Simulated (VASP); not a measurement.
# SiC3 (P-6m2) in VASP: notebook

The runs below take SiC3 through single point, relaxation of cell and atoms, with PBE.

Program: VASP 6.6.1. These are calculated values, not measurements. Logs are shortened: lines on timing, memory, paths and dates and some standing lists are left out, and cuts for length are marked.

## 1. The cell of the first run

Symmetry: P-6m2, No. 187, hexagonal system. The conventional cell has a = 2.749 Å, b = 2.749 Å, c = 8.194 Å, α = 90.00°, β = 90.00°, γ = 120.00°. Si (site symmetry -6m2) has 3 C at 1.59 Å within 2.1 Å. C (site symmetry -6m2) has 3 C at 1.59 Å within 2.1 Å. Within 2.1 Å of C (site symmetry -6m2) lie 3 Si at 1.59 Å. C (site symmetry -6m2) has 3 C at 1.59 Å within 2.1 Å.

## 2. Single point, PBE

Contents of INCAR:

```
SYSTEM = SiC3
  ALGO = Normal
  EDIFF = 1E-6
  ENCUT = 520
  GGA = PE
  ISIF = 2
  ISMEAR = 0
  LASPH = .TRUE.
  LCHARG = .FALSE.
  LREAL = .FALSE.
  LWAVE = .FALSE.
  NBANDS = 16
  NELM = 80
  PREC = Accurate
  SIGMA = 0.1
```

Contents of KPOINTS:

```
k-points
0
G
  6 6 2
  0 0 0
```

Contents of POSCAR:

```
SiC3
1.0
    2.7493746200      0.0000000000      0.0000000000
   -1.3746873100      2.3810282600      0.0000000000
    0.0000000000      0.0000000000      8.1936479900
Si C
1 3
Direct
    0.6666666700      0.3333333300      0.5000000000
    0.3333333300      0.6666666700      0.0000000000
    0.3333333300      0.6666666700      0.5000000000
    0.6666666700      0.3333333300      0.0000000000
```

Potentials or basis: VASP PAW PBE potentials, release 64 (Si, C).

Command:

```sh
cat potpaw_PBE.64/Si/POTCAR potpaw_PBE.64/C/POTCAR > POTCAR
mpirun -np 1 vasp_std > vasp.out
```

OUTCAR:

```text
SYSTEM = SiC3
   EDIFF = 1E-6
   ENCUT = 520
   GGA = PE
   ISIF = 2
   ISMEAR = 0
   LASPH = .TRUE.
   LREAL = .FALSE.
   NELM = 80
   PREC = Accurate

 ion  position               nearest neighbor table
   1  0.667  0.333  0.500-   3 1.59   3 1.59   3 1.59
   2  0.333  0.667  0.000-   4 1.59   4 1.59   4 1.59
   3  0.333  0.667  0.500-   1 1.59   1 1.59   1 1.59
   4  0.667  0.333  0.000-   2 1.59   2 1.59   2 1.59

  LATTYP: Found a hexagonal cell.
 ALAT       =     2.7493746200
 C/A-ratio  =     2.9801860868

  Lattice vectors:

 A1 = (   2.7493746200,   0.0000000000,   0.0000000000)
 A2 = (  -1.3746873100,   2.3810282600,   0.0000000000)
 A3 = (   0.0000000000,   0.0000000000,   8.1936479900)

Analysis of symmetry for initial positions (statically):
=====================================================================
 Subroutine PRICEL returns:
 Original cell was already a primitive cell.

 Routine SETGRP: Setting up the symmetry group for a
 hexagonal supercell.

 Subroutine GETGRP returns: Found 12 space group operations
 (whereof 12 operations were pure point group operations)
 out of a pool of 24 trial point group operations.

The static configuration has the point symmetry D_3h.

Analysis of symmetry for dynamics (positions and initial velocities):
=====================================================================
 Subroutine PRICEL returns:
 Original cell was already a primitive cell.

 Routine SETGRP: Setting up the symmetry group for a
 hexagonal supercell.

 Subroutine GETGRP returns: Found 12 space group operations
 (whereof 12 operations were pure point group operations)
 out of a pool of 24 trial point group operations.

The dynamic configuration has the point symmetry D_3h.

 Subroutine INISYM returns: Found 12 space group operations
 (whereof 12 operations are pure point group operations),
 and found     1 'primitive' translations

----------------------------------------------------------------------------------------

                                     Primitive cell
[... 77 lines left out ...]
   ICHARG =      2    charge: 1-file 2-atom 10-const
   ISPIN  =      1    spin polarized calculation?
   LNONCOLLINEAR =      F non collinear calculations
   LSORBIT =      F    spin-orbit coupling
   LASPH  =      T    aspherical Exc in radial PAW
   ENCUT  =  520.0 eV  38.22 Ry    6.18 a.u.   5.11  5.11 15.23*2*pi/ulx,y,z
   NELM   =     80;   NELMIN=  2; NELMDL= -5     # of ELM steps
   EDIFF  = 0.1E-05   stopping-criterion for ELM
   LREAL  =      F    real-space projection
   EDIFFG = 0.1E-04   stopping-criterion for IOM
   NSW    =      0    number of steps for IOM
   IBRION =     -1    ionic relax: 0-MD 1-quasi-New 2-CG
   NFREE  =      0    steps in history (QN), initial steepest desc. (CG)
   ISIF   =      2    stress and relaxation
   ISYM   =      2    0-nonsym 1-usesym 2-fastsym
   POTIM  = 0.5000    time-step for ionic-motion
   TEBEG  =    0.0;   TEEND  =   0.0 temperature during run
   PSTRESS=    0.0 pullay stress
   NELECT =      16.0000    total number of electrons
   NUPDOWN=      -1.0000    fix difference up-down
   EMIN   =  10.00;   EMAX   =-10.00  energy-range for DOS
   EFERMI =   0.00;   METHOD = LEGACY
   ISMEAR =     0;   SIGMA  =   0.10  broadening in eV -4-tet -1-fermi 0-gaus
   EFERMI_NEDOS =   21; number of points for ismear=-14 and -15
   IALGO  =     38    algorithm
   IMIX   =      4    mixing-type and parameters
     AMIX     =   0.40;   BMIX     =  1.00
     AMIX_MAG =   1.60;   BMIX_MAG =  1.00
  volume/ion in A,a.u.               =      13.41        90.49
  Fermi-wavevector in a.u.,A,eV,Ry     =   1.093846  2.067069 16.279362  1.196499
  Thomas-Fermi vector in A             =   2.230139
   LORBIT       =      0    0 simple, 1 ext, 2 COOP (PROOUT), +10 PAW based schemes
   GGA     = PE    functional components
   LHFCALC =     F    Hartree Fock is set to
   AEXX    =    0.0000 exact exchange contribution
   IVDW    =     0    specifies the selected vdW correction
   LEPSILON=     F    determine dielectric tensor
   LRPA    =     F    only Hartree local field effects (RPA)
 non-spin polarized calculation
 Gauss-broadening in eV      SIGMA  =   0.10
  energy-cutoff  :      520.00
  volume of cell :       53.64
 maximum number of plane-waves:      1461
   NGX = 11   NGY = 11   NGZ = 31

 number of electron      16.0000001 magnetization

 Free energy of the ion-electron system (eV)
  ---------------------------------------------------
  ext. energy  EPLUGINS =         0.00000000
  ---------------------------------------------------
  free energy    TOTEN  =       -29.03684562 eV

  energy without entropy =      -29.03243050  energy(sigma->0) =      -29.03463806

 E-fermi :   3.0008     XC(G=0):  -8.8417

 val. band max:        2.9818296310   @ k =   0.3333   0.3333   0.5000
 cond. band min:       3.1628253267   @ k =   0.3333   0.3333   0.0000
 fundamental gap:      0.1809956957
 Fermi energy:         3.0007750475

 k-point     1 :       0.0000    0.0000    0.0000
  band No.  band energies     occupation
      1     -14.0498      2.00000
      2     -12.2325      2.00000
      3      -2.9101      2.00000
      4      -1.6947      2.00000
      5      -0.0156      2.00000
      6      -0.0156      2.00000
[... 243 lines left out ...]
      3      -7.3802      2.00000
      4      -5.3587      2.00000
      5      -4.0244      2.00000
      6      -3.6921      2.00000
[... 8 lines left out ...]
     15      12.8568      0.00000
     16      14.6168      0.00000

------------------------ aborting loop because EDIFF is reached ----------------------------------------

  FORCE on cell =-STRESS in cart. coord.  units (eV):
  Direction    XX          YY          ZZ          XY          YZ          ZX
  --------------------------------------------------------------------------------------
  -------------------------------------------------------------------------------------
  Total        8.2914418      8.2914417      0.0790781      0.0000000      0.0000000     -0.0000000
  in kB      247.6651309    247.6651298      2.3620601      0.0000000      0.0000000     -0.0000000
  external PRESSURE =     165.8974402 kB  Pullay stress =       0.0000000 kB

 VOLUME and BASIS-vectors are now :
 -----------------------------------------------------------------------------
  energy-cutoff  :      520.00
  volume of cell :       53.64
      direct lattice vectors                 reciprocal lattice vectors
     2.749374620  0.000000000  0.000000000     0.363719077  0.209993308  0.000000000
    -1.374687310  2.381028260  0.000000000     0.000000000  0.419986615  0.000000000
     0.000000000  0.000000000  8.193647990     0.000000000  0.000000000  0.122045760

 POSITION                                       TOTAL-FORCE (eV/Angst)
 -----------------------------------------------------------------------------------
      1.37469      0.79368      4.09682        -0.000000      0.000000      0.000000
     -0.00000      1.58735      0.00000         0.000000      0.000000      0.000000
     -0.00000      1.58735      4.09682         0.000000     -0.000000      0.000000
      1.37469      0.79368      0.00000        -0.000000      0.000000      0.000000
 -----------------------------------------------------------------------------------
    total drift:                                0.000007     -0.000004     -0.000000

  FREE ENERGIE OF THE ION-ELECTRON SYSTEM (eV)
  ---------------------------------------------------
  free  energy   TOTEN  =       -29.0368456161 eV

  energy  without entropy=      -29.0324304991  energy(sigma->0) =      -29.03463806
```

Wall time 6.8 s (1 thread of Intel Xeon 6975P-C (Granite Rapids), shared host); peak memory 0.16 GiB.

Results:

```yaml
Free_energy: -29.0368 eV
Pressure: 16.6 GPa
```

Levels at points of the mesh, in eV from the Fermi level:
```tsv
k point	band 4	band 5	band 6	band 7	band 8	band 9	band 10	band 11	band 12	band 13
(0.00, 0.00, 0.00)	-4.70	-3.02	-3.02	-0.82	-0.82	3.10	6.00	6.41	6.41	7.63
(0.50, 0.00, 0.00)	-8.59	-5.49	-2.50	-1.89	-0.92	1.37	3.32	4.47	5.90	9.08
(0.00, 0.00, 0.50)	-4.99	-3.02	-3.02	-0.82	-0.82	4.12	5.62	6.00	6.41	6.41
(0.50, 0.00, 0.50)	-8.59	-5.49	-2.50	-1.81	-1.02	1.44	3.13	4.48	5.97	9.56
```

Caveat: the k points lie up to 0.44 Å⁻¹ apart.

## 3. Single point, PBE

This run uses another cell than the first one, of 14.50 Å³/atom, 1.081 times its volume.

Contents of INCAR:

```
PREC = Accurate
ENCUT = 520
EDIFF = 1E-7
ISMEAR = 0
SIGMA = 0.1
LREAL = False
LASPH = True
NELM = 60
ALGO = Normal
ISIF = 2
LWAVE = False
LCHARG = True
GGA = PE
LELF = True
LVHAR = True
NBANDS = 16
```

Contents of KPOINTS:

```
Automatic mesh
0
Gamma
  6 6 2
```

Contents of POSCAR:

```
SiC3
1.0
    2.8370899409      0.0000000000      0.0000000000
   -1.4185449705      2.4569919617      0.0000000000
    0.0000000000      0.0000000000      8.3179110162
Si C
1 3
Direct
    0.6666666667      0.3333333333      0.5000000000
    0.3333333333      0.6666666667      0.0000000000
    0.3333333333      0.6666666667      0.5000000000
    0.6666666667      0.3333333333      0.0000000000
```

Potentials or basis: VASP PAW PBE potentials, release 64 (Si, C).

Command:

```sh
cat potpaw_PBE.64/Si/POTCAR potpaw_PBE.64/C/POTCAR > POTCAR
mpirun -np 1 vasp_std > vasp.out
```

Wall time 9.5 s (1 thread of Intel Xeon 6975P-C (Granite Rapids), shared host); peak memory 0.18 GiB.

Results (log left out):

* Free energy: -29.2959 eV
* Pressure: 0.2 GPa

Stress tensor (GPa, compression positive):
```
0.27 0.00 0.00
0.00 0.27 0.00
0.00 0.00 0.16
```

Levels at points of the mesh, in eV from the Fermi level:
```csv
k point,band 4,band 5,band 6,band 7,band 8,band 9,band 10,band 11,band 12,band 13
"(0.00, 0.00, 0.00)",-4.34,-2.97,-2.97,-0.99,-0.99,3.20,4.44,5.93,5.93,7.14
"(0.50, 0.00, 0.00)",-8.40,-5.23,-2.65,-1.74,-0.83,1.30,3.14,3.75,5.33,8.76
"(0.00, 0.00, 0.50)",-4.64,-2.97,-2.97,-0.99,-0.99,4.12,4.44,5.69,5.93,5.93
"(0.50, 0.00, 0.50)",-8.40,-5.23,-2.65,-1.66,-0.92,1.36,2.98,3.75,5.37,9.20
```

Caveat: the k points lie up to 0.43 Å⁻¹ apart.

## 4. Relaxation of cell and atoms, PBE

Contents of INCAR:

```
SYSTEM = SiC3
PREC = Accurate
ENCUT = 600
EDIFF = 1E-6
ISMEAR = 0
SIGMA = 0.1
LREAL = .False.
LASPH = .True.
NELM = 100
ALGO = Normal
ISIF = 3
LWAVE = .False.
LCHARG = .False.
GGA = PE
IBRION = 2
NSW = 90
EDIFFG = -0.04
```

Contents of KPOINTS:

```
regular mesh
0
Gamma
  6 6 2
  0 0 0
```

Contents of POSCAR:

```
SiC3
1.0
    2.7493746200      0.0000000000      0.0000000000
   -1.3746873100      2.3810282600      0.0000000000
    0.0000000000      0.0000000000      8.1936479900
Si C
1 3
Direct
    0.6666666700      0.3333333300      0.5000000000
    0.3333333300      0.6666666700      0.0000000000
    0.3333333300      0.6666666700      0.5000000000
    0.6666666700      0.3333333300      0.0000000000
```

Command:

```sh
cat potpaw_PBE.64/Si/POTCAR potpaw_PBE.64/C/POTCAR > POTCAR
mpirun -np 1 vasp_std > vasp.out
```

Wall time 20 s (1 thread of Intel Xeon 6975P-C (Granite Rapids), shared host); peak memory 0.19 GiB.

Results (log left out):

| Property | Result |
| --- | --- |
| Free energy | -29.2945 eV |
| Relaxed volume | 14.29 Å³/atom |
| Relaxed cell | a = 2.838 Å, b = 2.838 Å, c = 8.195 Å, α = 90.00°, β = 90.00°, γ = 120.00° |
| Space group after relaxing (to 0.05 Å) | P-6m2 (No. 187) |
| Energy gained by relaxing | 63.3 meV/atom |
| Ionic steps | 4 |
| Pressure after relaxing | 0.0 GPa |

Stress tensor (GPa, compression positive):
```
-0.12  0.00  0.00
 0.00 -0.12  0.00
 0.00  0.00  0.22
```

Step by step:
```tsv
step	energy change (eV)	largest force (eV/Å)	pressure (GPa)	volume (Å³)
1	0.0000	0.0000	16.42	53.64
2	0.5887	0.0000	-20.61	64.84
3	-0.2523	0.0000	-0.76	57.37
4	-0.2531	0.0000	-0.01	57.17
```

Final structure:
```
Si C
1.0
     2.83830    0.00000    0.00000
    -1.41915    2.45804    0.00000
     0.00000    0.00000    8.19506
Si C
1 3
Direct
  0.66667 0.33333 0.50000
  0.33333 0.66667 0.00000
  0.33333 0.66667 0.50000
  0.66667 0.33333 0.00000
```

Levels at points of the mesh, in eV from the Fermi level:
| k point | band 4 | band 5 | band 6 | band 7 | band 8 | band 9 | band 10 | band 11 | band 12 |
| --- | --- | --- | --- | --- | --- | --- | --- | --- | --- |
| (0.00, 0.00, 0.00) | -4.28 | -2.96 | -2.96 | -0.99 | -0.99 | 3.24 | 4.43 | 5.93 | 5.93 |
| (0.50, 0.00, 0.00) | -8.39 | -5.22 | -2.65 | -1.76 | -0.80 | 1.29 | 3.17 | 3.74 | 5.33 |
| (0.00, 0.00, 0.50) | -4.63 | -2.96 | -2.96 | -0.99 | -0.99 | 4.21 | 4.43 | 5.82 | 5.93 |
| (0.50, 0.00, 0.50) | -8.39 | -5.22 | -2.65 | -1.66 | -0.92 | 1.36 | 2.98 | 3.75 | 5.38 |

Caveat: the k points lie up to 0.43 Å⁻¹ apart in the final cell.

## 5. Single point, PBE

This run uses another cell than the first one, of 15.96 Å³/atom, 1.190 times its volume.

Contents of INCAR:

```
PREC     = Accurate       # precision mode
ENCUT    = 520            # plane-wave cutoff, eV
EDIFF    = 1E-7           # SCF threshold, eV
ISMEAR   = 0              # smearing method
SIGMA    = 0.1            # smearing width, eV
LREAL    = False          # projectors in reciprocal space
LASPH    = True           # aspherical terms in the spheres
NELM     = 60             # most SCF steps
ALGO     = Normal         # electronic algorithm
ISIF     = 2              # what is computed and relaxed
LWAVE    = False          # write WAVECAR
LCHARG   = False          # write CHGCAR
GGA      = PE             # functional
NBANDS   = 16             # bands
```

Contents of KPOINTS:

```
Automatic mesh
0
Gamma
  18 18 6
```

Contents of POSCAR:

```
SiC3
1.0
    2.8376547080      0.0000000000      0.0000000000
   -1.4188273540      2.4574810643      0.0000000000
    0.0000000000      0.0000000000      9.1554013496
Si C
1 3
Direct
    0.6666666667      0.3333333333      0.5000000000
    0.3333333333      0.6666666667      0.0000000000
    0.3333333333      0.6666666667      0.5000000000
    0.6666666667      0.3333333333      0.0000000000
```

Command:

```sh
cat potpaw_PBE.64/Si/POTCAR potpaw_PBE.64/C/POTCAR > POTCAR
mpirun -np 1 vasp_std > vasp.out
```

It took 89 s on 1 thread of Intel Xeon 6975P-C (Granite Rapids), shared host; peak memory 0.26 GiB.

Results (log left out):

```
Free energy : -29.3297 eV
Pressure    : 0.0 GPa
```

Levels at points of the mesh, in eV from the Fermi level:
| k point | band 5 | band 6 | band 7 | band 8 | band 9 | band 10 | band 11 | band 12 |
| --- | --- | --- | --- | --- | --- | --- | --- | --- |
| (0.00, 0.00, 0.00) | -3.07 | -3.07 | -0.86 | -0.86 | 3.11 | 4.34 | 5.83 | 5.83 |
| (0.50, 0.00, 0.00) | -5.32 | -2.52 | -1.75 | -0.77 | 1.28 | 3.15 | 3.66 | 5.45 |
| (0.00, 0.00, 0.50) | -3.07 | -3.07 | -0.86 | -0.86 | 3.77 | 4.34 | 5.06 | 5.83 |
| (0.50, 0.00, 0.50) | -5.32 | -2.52 | -1.73 | -0.80 | 1.29 | 3.10 | 3.66 | 5.47 |

## 6. Summary

```tsv
task	cell	k mesh	cutoff (eV)	pressure (GPa)
single point	a = 2.749, b = 2.749, c = 8.194 Å, angles 90.0, 90.0, 120.0°, 4 atoms	6 × 6 × 2	520	16.6
single point	a = 2.837, b = 2.837, c = 8.318 Å, angles 90.0, 90.0, 120.0°, 4 atoms	6 × 6 × 2	520	0.2
relaxation of cell and atoms	relaxed from a = 2.749, b = 2.749, c = 8.194 Å, angles 90.0, 90.0, 120.0°, 4 atoms	6 × 6 × 2	600	0.0
single point	a = 2.838, b = 2.838, c = 9.155 Å, angles 90.0, 90.0, 120.0°, 4 atoms	18 × 18 × 6	520	0.0
```

Alike in all rows: level PBE; potentials or basis VASP PAW PBE potentials, release 64 (Si, C); no spin polarisation; smearing gaussian 0.1 eV.

Caveats: some runs use coarse meshes.

Absolute energies hang on the potentials; compare differences alone.
